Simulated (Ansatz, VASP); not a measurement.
SiC in VASP and in Ansatz

The input INCAR:

```
SYSTEM = SiC
PREC     = Accurate       ! precision mode
ENCUT    = 520            ! plane-wave cutoff, eV
EDIFF    = 1E-6           ! SCF threshold, eV
ISMEAR   = 0              ! smearing method
SIGMA    = 0.05           ! smearing width, eV
LREAL    = .False.        ! projectors in reciprocal space
LASPH    = .True.         ! aspherical terms in the spheres
NELM     = 80             ! most SCF steps
ALGO     = Normal         ! electronic algorithm
ISIF     = 2              ! what is computed and relaxed
LWAVE    = .False.        ! write WAVECAR
LCHARG   = .True.         ! write CHGCAR
GGA      = PE             ! functional
LELF     = .True.         ! ELF
LVHAR    = .True.       
NBANDS   = 11             ! bands
```

File KPOINTS:

```
Automatic mesh
0
Gamma
  12 12 12
  0 0 0
```

The input POSCAR:

```
SiC
1.0
    0.0000000000      2.1838061621      2.1838061621
    2.1838061621      0.0000000000      2.1838061621
    2.1606578167      2.1606578167      0.0231483453
Si C
1 1
Direct
    0.0000000000      0.0000000000      0.0000000000
    0.7500000000      0.7500000000      0.7500000000
```

Input for Ansatz:

```yaml
crystal:
  lattice:
    - [0.0, 2.1838061621, 2.1838061621]
    - [2.1838061621, 0.0, 2.1838061621]
    - [2.1606578167, 2.1606578167, 0.0231483453]
  atoms:
    - { symbol: Si, position: [0.0, 0.0, 0.0] }
    - { symbol: C, position: [0.75, 0.75, 0.75] }
basis:
  ecutwfc: 520.0
kpoints:
  mp_grid: { grid: [12, 12, 12] }
hamiltonian:
  xc: pbe
scf:
  occupations: { method: gaussian, width: 0.05 }
output:
  forces: true
  stress: true
  eigenvalues: true
```

Alike in both runs: task single point; functional PBE; k mesh 12 × 12 × 12; occupations gaussian, width 0.05 eV; no spin polarisation.

|  | VASP | Ansatz |
| --- | --- | --- |
| version | VASP 6.6.1 | Ansatz 0.2.0 |
| potentials or method | VASP PAW PBE potentials, release 64 (Si, C), cutoff 520 eV | scalar-relativistic, plane waves, PAW |
| valence electrons in the cell | 8 | 8 |

```tsv
	VASP	Ansatz	Ansatz less VASP
gap on the k mesh at the Fermi level (eV)	1.28	1.29	+0.003
least direct gap on the mesh (eV)	4.46	4.46	+0.004
pressure (GPa)	5.5	5.5	+0.06
traceless stress, the component that is largest in VASP (GPa)	3.05	3.04	-0.011
rms of the force components (eV/Å)	0.102	0.103	+0.0002
```

Atom by atom the forces differ by 0.000 eV/Å (rms over components).
